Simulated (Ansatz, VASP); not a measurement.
# One calculation of Hf, two programs

The input INCAR:

```
ALGO     = Normal         # electronic algorithm
EDIFF    = 1E-7           # SCF threshold, eV
ENCUT    = 520            # plane-wave cutoff, eV
GGA      = CA             # functional
ISIF     = 2              # what is computed and relaxed
ISMEAR   = -1             # smearing method
LASPH    = True           # aspherical terms in the spheres
LCHARG   = False          # write CHGCAR
LREAL    = False          # projectors in reciprocal space
LWAVE    = False          # write WAVECAR
NBANDS   = 11             # bands
NELM     = 60             # most SCF steps
PREC     = Accurate       # precision mode
SIGMA    = 0.05           # smearing width, eV
```

Contents of KPOINTS:

```
k-points
0
Gamma
  14 14 14
```

The input POSCAR:

```
Hf
1.0
   -1.7821001299      1.7821001299      1.7821001299
    1.7821001299     -1.7821001299      1.7821001299
    1.7821001299      1.7821001299     -1.7821001299
Hf
1
Direct
    0.0000000000      0.0000000000      0.0000000000
```

Input for Ansatz:

```yaml
crystal:
  lattice:
    - [-1.7821001299, 1.7821001299, 1.7821001299]
    - [1.7821001299, -1.7821001299, 1.7821001299]
    - [1.7821001299, 1.7821001299, -1.7821001299]
  atoms:
    - { symbol: Hf, position: [0.0, 0.0, 0.0] }
kpoints:
  mp_grid: { grid: [14, 14, 14] }
scf:
  occupations: { method: fermi_dirac, width: 0.05 }
hamiltonian:
  xc: lda
  pseudopotentials: { kind: all_electron, lapw: { basis_error: 0.0005 } }
output:
  forces: true
  stress: true
  eigenvalues: true
```

Change from the starting cell: volume scaled by 1.025.

Alike in both runs: task single point; functional LDA; k mesh 14 × 14 × 14; occupations fermi-dirac, width 0.05 eV; no spin polarisation.

|  | VASP | Ansatz |
| --- | --- | --- |
| version | VASP 6.6.1 | Ansatz 0.2.0 |
| potentials or method | VASP PAW LDA potentials, release 64 (Hf_pv), cutoff 520 eV | all-electron LAPW, scalar-relativistic |

```tsv
	VASP	Ansatz	Ansatz less VASP
pressure (GPa)	-9.9	-9.9	-0.02
```

LDA's correlation is that of Perdew and Zunger in VASP and of Perdew and Wang (1992) in Ansatz. Ansatz ran all-electron here, and VASP with PAW potentials.

Spin-orbit coupling is off throughout.
